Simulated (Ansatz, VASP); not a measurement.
**CoO: VASP beside Ansatz**

```
Co O
1.0
     0.00000    2.23065    2.23065
     2.23065    0.00000    2.23065
     2.23065    2.23065    0.00000
Co O
1 1
Direct
  0.00000 0.00000 0.00000
  0.25000 0.25000 0.25000
```

Change from the starting cell: volume scaled by 0.975.

Alike in both runs: task single point; functional PBE; k mesh 13 × 13 × 13; occupations fermi-dirac, width 0.05 eV; collinear spin.

|  | VASP | Ansatz |
| --- | --- | --- |
| version | VASP 6.6.1 | Ansatz 0.2.0 |
| potentials or method | VASP PAW PBE potentials, release 64 (Co, O), cutoff 520 eV | all-electron LAPW, scalar-relativistic |

VASP gave:

- pressure (GPa): 2.7
- net moment per atom (μB): 1.32
- size of the moment on the site where the two differ most (μB): 2.28

What did Ansatz give for the same quantities?

Pressure (GPa): 3.3; net moment per atom (μB): 1.33; size of the moment on the site where the two differ most (μB): 2.27.

Site moments also hang on the region over which each program counts them. Ansatz ran all-electron here, and VASP with PAW potentials.
